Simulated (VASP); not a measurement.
# ZnCu (P4/mmm) in VASP: single point with PBE

Aim: the single point of ZnCu with PBE.

Program: VASP 6.6.1. These are calculated values, not measurements. Logs are shortened: lines on timing, memory, paths and dates and some standing lists are left out, and cuts for length are marked.

## 1. The cell of the first run

It takes space group P4/mmm (No. 123, tetragonal). The conventional cell has a = 3.028 Å, b = 3.028 Å, c = 2.786 Å, α = 90.00°, β = 90.00°, γ = 90.00°. Zn (site symmetry 4/mmm) has 8 Cu at 2.55 Å and 6 Zn at 2.79 to 3.03 Å within 3.4 Å. Within 3.4 Å of Cu (site symmetry 4/mmm) lie 8 Zn at 2.55 Å and 6 Cu at 2.79 to 3.03 Å.

## 2. Single point, PBE

Contents of INCAR:

```
PREC = Accurate ; ENCUT = 520
EDIFF = 1E-7 ; ISMEAR = 0
SIGMA = 0.15 ; LREAL = F
LASPH = T ; NELM = 60
ALGO = Fast ; ISIF = 2
LWAVE = F ; LCHARG = F
GGA = PE ; NBANDS = 18
```

Contents of KPOINTS:

```
regular mesh
0
Gamma
  18 18 18
```

Contents of POSCAR:

```
ZnCu
1.0
    3.0280010634      0.0000000000      0.0000000000
    0.0000000000      3.0280010634      0.0000000000
    0.0000000000      0.0000000000      2.7857609783
Zn Cu
1 1
Direct
    0.5000000000      0.5000000000      0.5000000000
    0.0000000000      0.0000000000      0.0000000000
```

Potentials or basis: VASP PAW PBE potentials, release 64 (Zn, Cu).

Command:

```console
cat potpaw_PBE.64/Zn/POTCAR potpaw_PBE.64/Cu/POTCAR > POTCAR
mpirun -np 1 vasp_std > vasp.out
```

OUTCAR:

```text
PREC = Accurate
   ENCUT = 520
   EDIFF = 1E-7
   ISMEAR = 0
   LREAL = F
   LASPH = T
   NELM = 60
   ISIF = 2
   GGA = PE

 ion  position               nearest neighbor table
   1  0.500  0.500  0.500-   2 2.55   2 2.55   2 2.55   2 2.55   2 2.55   2 2.55   2 2.55   2 2.55

   2  0.000  0.000  0.000-   1 2.55   1 2.55   1 2.55   1 2.55   1 2.55   1 2.55   1 2.55   1 2.55

  LATTYP: Found a simple tetragonal cell.
 ALAT       =     3.0280010634
 C/A-ratio  =     0.9200000000

  Lattice vectors:

 A1 = (   3.0280010634,   0.0000000000,   0.0000000000)
 A2 = (   0.0000000000,   3.0280010634,   0.0000000000)
 A3 = (   0.0000000000,   0.0000000000,   2.7857609783)

Analysis of symmetry for initial positions (statically):
=====================================================================
 Subroutine PRICEL returns:
 Original cell was already a primitive cell.

 Routine SETGRP: Setting up the symmetry group for a
 simple tetragonal supercell.

 Subroutine GETGRP returns: Found 16 space group operations
 (whereof 16 operations were pure point group operations)
 out of a pool of 16 trial point group operations.

The static configuration has the point symmetry D_4h.

Analysis of symmetry for dynamics (positions and initial velocities):
=====================================================================
 Subroutine PRICEL returns:
 Original cell was already a primitive cell.

 Routine SETGRP: Setting up the symmetry group for a
 simple tetragonal supercell.

 Subroutine GETGRP returns: Found 16 space group operations
 (whereof 16 operations were pure point group operations)
 out of a pool of 16 trial point group operations.

The dynamic configuration has the point symmetry D_4h.

 Subroutine INISYM returns: Found 16 space group operations
 (whereof 16 operations are pure point group operations),
 and found     1 'primitive' translations

----------------------------------------------------------------------------------------

                                     Primitive cell

  volume of cell :      25.5421

  direct lattice vectors                    reciprocal lattice vectors
     3.028001063  0.000000000  0.000000000     0.330250875  0.000000000  0.000000000
[... 81 lines left out ...]
   LNONCOLLINEAR =      F non collinear calculations
   LSORBIT =      F    spin-orbit coupling
   LASPH  =      T    aspherical Exc in radial PAW
   ENCUT  =  520.0 eV  38.22 Ry    6.18 a.u.   5.63  5.63  5.18*2*pi/ulx,y,z
   NELM   =     60;   NELMIN=  2; NELMDL= -5     # of ELM steps
   EDIFF  = 0.1E-06   stopping-criterion for ELM
   LREAL  =      F    real-space projection
   EDIFFG = 0.1E-05   stopping-criterion for IOM
   NSW    =      0    number of steps for IOM
   IBRION =     -1    ionic relax: 0-MD 1-quasi-New 2-CG
   NFREE  =      0    steps in history (QN), initial steepest desc. (CG)
   ISIF   =      2    stress and relaxation
   ISYM   =      2    0-nonsym 1-usesym 2-fastsym
   POTIM  = 0.5000    time-step for ionic-motion
   TEBEG  =    0.0;   TEEND  =   0.0 temperature during run
   PSTRESS=    0.0 pullay stress
   NELECT =      23.0000    total number of electrons
   NUPDOWN=      -1.0000    fix difference up-down
   EMIN   =  10.00;   EMAX   =-10.00  energy-range for DOS
   EFERMI =   0.00;   METHOD = LEGACY
   ISMEAR =     0;   SIGMA  =   0.15  broadening in eV -4-tet -1-fermi 0-gaus
   EFERMI_NEDOS =   21; number of points for ismear=-14 and -15
   IALGO  =     68    algorithm
   IMIX   =      4    mixing-type and parameters
     AMIX     =   0.40;   BMIX     =  1.00
     AMIX_MAG =   1.60;   BMIX_MAG =  1.00
  volume/ion in A,a.u.               =      12.77        86.18
  Fermi-wavevector in a.u.,A,eV,Ry     =   1.580880  2.987429 34.003415  2.499180
  Thomas-Fermi vector in A             =   2.681040
   LORBIT       =      0    0 simple, 1 ext, 2 COOP (PROOUT), +10 PAW based schemes
   GGA     = PE    functional components
   LHFCALC =     F    Hartree Fock is set to
   AEXX    =    0.0000 exact exchange contribution
   IVDW    =     0    specifies the selected vdW correction
   LEPSILON=     F    determine dielectric tensor
   LRPA    =     F    only Hartree local field effects (RPA)
 non-spin polarized calculation
 RMM-DIIS sequential band-by-band and
 Gauss-broadening in eV      SIGMA  =   0.15
  energy-cutoff  :      520.00
  volume of cell :       25.54
 maximum number of plane-waves:       709
 NGX is ok and might be reduce to    24
   NGX = 11   NGY = 11   NGZ = 11

 number of electron      23.0000022 magnetization

 Free energy of the ion-electron system (eV)
  ---------------------------------------------------
  ext. energy  EPLUGINS =         0.00000000
  ---------------------------------------------------
  free energy    TOTEN  =        -5.00338487 eV

  energy without entropy =       -4.99773491  energy(sigma->0) =       -5.00055989

 E-fermi :   5.5478     XC(G=0): -12.4008

 val. band max:        5.5291873895   @ k =   0.2778   0.1111   0.3889
 cond. band min:       5.5499696750   @ k =   0.3889   0.1667   0.3333
 fundamental gap:      0.0207822855
 Fermi energy:         5.5478257775

 k-point     1 :       0.0000    0.0000    0.0000
  band No.  band energies     occupation
      1      -4.7998      2.00000
      2      -2.3538      2.00000
      3      -2.2945      2.00000
      4      -1.6905      2.00000
      5      -1.5719      2.00000
      6      -1.5719      2.00000
[... 481 lines left out ...]
      5      -1.6622      2.00000
      6      -1.5467      2.00000
[... 10 lines left out ...]
     17      20.3885      0.00000
     18      23.0617      0.00000

 [... further k-points ...]

------------------------ aborting loop because EDIFF is reached ----------------------------------------

  FORCE on cell =-STRESS in cart. coord.  units (eV):
  Direction    XX          YY          ZZ          XY          YZ          ZX
  --------------------------------------------------------------------------------------
  -------------------------------------------------------------------------------------
  Total        0.3774410      0.3774410      0.6973394      0.0000000     -0.0000000      0.0000000
  in kB       23.6757489     23.6757489     43.7420274      0.0000000     -0.0000000      0.0000000
  external PRESSURE =      30.3645084 kB  Pullay stress =       0.0000000 kB

 VOLUME and BASIS-vectors are now :
 -----------------------------------------------------------------------------
  energy-cutoff  :      520.00
  volume of cell :       25.54
      direct lattice vectors                 reciprocal lattice vectors
     3.028001063  0.000000000  0.000000000     0.330250875  0.000000000  0.000000000
     0.000000000  3.028001063  0.000000000     0.000000000  0.330250875  0.000000000
     0.000000000  0.000000000  2.785760978     0.000000000  0.000000000  0.358968342

 POSITION                                       TOTAL-FORCE (eV/Angst)
 -----------------------------------------------------------------------------------
      1.51400      1.51400      1.39288         0.000000      0.000000      0.000000
      0.00000      0.00000      0.00000         0.000000      0.000000      0.000000
 -----------------------------------------------------------------------------------
    total drift:                                0.000000      0.000000     -0.000000

  FREE ENERGIE OF THE ION-ELECTRON SYSTEM (eV)
  ---------------------------------------------------
  free  energy   TOTEN  =        -5.0033848682 eV

  energy  without entropy=       -4.9977349098  energy(sigma->0) =       -5.00055989
```

stdout:

```text
POSCAR found type information on POSCAR ZnCu
 POSCAR found :  2 types and       2 ions
 scaLAPACK will be used
 LDA part: xc-table for (Slater+PW92), standard interpolation
 POSCAR, INCAR and KPOINTS ok, starting setup
 FFT: planning ... GRIDC
 FFT: planning ... GRID_SOFT
 FFT: planning ... GRID
 WAVECAR not read
 entering main loop
WARNING in EDDRMM: call to ZHEGV failed, returncode =   6  3     15
WARNING in EDDRMM: call to ZHEGV failed, returncode =   8  4     15
WARNING in EDDRMM: call to ZHEGV failed, returncode =   8  4     15
WARNING in EDDRMM: call to ZHEGV failed, returncode =   8  4     17
WARNING in EDDRMM: call to ZHEGV failed, returncode =   8  4     16
WARNING in EDDRMM: call to ZHEGV failed, returncode =   6  3     18
WARNING in EDDRMM: call to ZHEGV failed, returncode =   6  3     16
WARNING in EDDRMM: call to ZHEGV failed, returncode =   8  4     17
 num prob RMM:  18    -0.500338486815E+01   -0.19655E-07   -0.31641E-07 18606   0.484E-03
```

Run time: 7.7 min. Hardware: 1 thread of Oxide Virtual Turin-like, shared host; peak memory 0.33 GiB.

What came out:

| Quantity | Value |
| --- | --- |
| Free energy | -5.0034 eV |
| Pressure | 3.0 GPa |
| Band gap on the k mesh | zero (an odd number of electrons rules out a gap without spin polarisation) |

Caveat: the cell stands under pressure.

The gap in the log of VASP goes by the Fermi energy; the results here count the filled bands.